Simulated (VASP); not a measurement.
Wanted: the native input for a VASP 6.6.1 run.

```yaml
Task: electric field gradients
Functional: LDA
Potentials_or_basis: VASP PAW LDA potentials, release 64 (Ti_sv, O)
Cutoff: 520 eV
k_mesh: 13 × 13 × 13
Occupations: fermi-dirac, width 0.08 eV
Spin: no spin polarisation
Dipole_correction: no
Further_INCAR_settings: ALGO = Normal; EDIFF = 1e-08; NBANDS = 33
```

The structure of TiO2 lies in POSCAR:

```
TiO2
1.0
   -1.8357250000      1.8357250000      4.7570000000
    1.8357250000     -1.8357250000      4.7570000000
    1.8357250000      1.8357250000     -4.7570000000
Ti O
2 4
Direct
    0.0000000000      0.0000000000      0.0000000000
    0.7500000000      0.2500000000      0.5000000000
    0.2066000000      0.2066000000      0.0000000000
    0.9566000000      0.4566000000      0.5000000000
    0.5434000000      0.0434000000      0.5000000000
    0.7934000000      0.7934000000      0.0000000000
```

This cell differs from its parent crystal: equal xx and yy strain of -3 %.

These files were run (other wordings do the same):

INCAR

```
PREC = Accurate
ENCUT = 520
EDIFF = 1E-8
ISMEAR = -1
SIGMA = 0.08
LREAL = False
LASPH = True
NELM = 80
ALGO = Normal
ISIF = 2
LWAVE = False
LCHARG = False
GGA = CA
LEFG = True
NBANDS = 33
```

KPOINTS

```
regular mesh
0
Gamma
  13 13 13
```

Potentials or basis: VASP PAW LDA potentials, release 64 (Ti_sv, O).

Run with:

```bash
$ cat potpaw_LDA.64/Ti_sv/POTCAR potpaw_LDA.64/O/POTCAR > POTCAR
$ mpirun -np 1 vasp_std > vasp.out
```

Results of the run:

- Pressure: 9.9 GPa
- Largest force: 0.063 eV/Å
- Band gap on the k mesh: 2.21 eV (least direct gap 2.54 eV)
- Largest electric field gradient by atom: Ti +30.3; O +7.9 V/Å²

Caveat: the cell differs from its parent crystal (equal xx and yy strain of -3 %); the cell stands under pressure; without QUAD_EFG the Cq values of the log hold for a quadrupole moment of 1 mb, not for the nuclei; an odd mesh through Γ misses points on the zone boundary, where band edges can lie.

It took 12 min on 1 thread of AMD EPYC 7R43 64-Core Processor (Zen 3), on a shared host, peak memory 0.39 GiB.
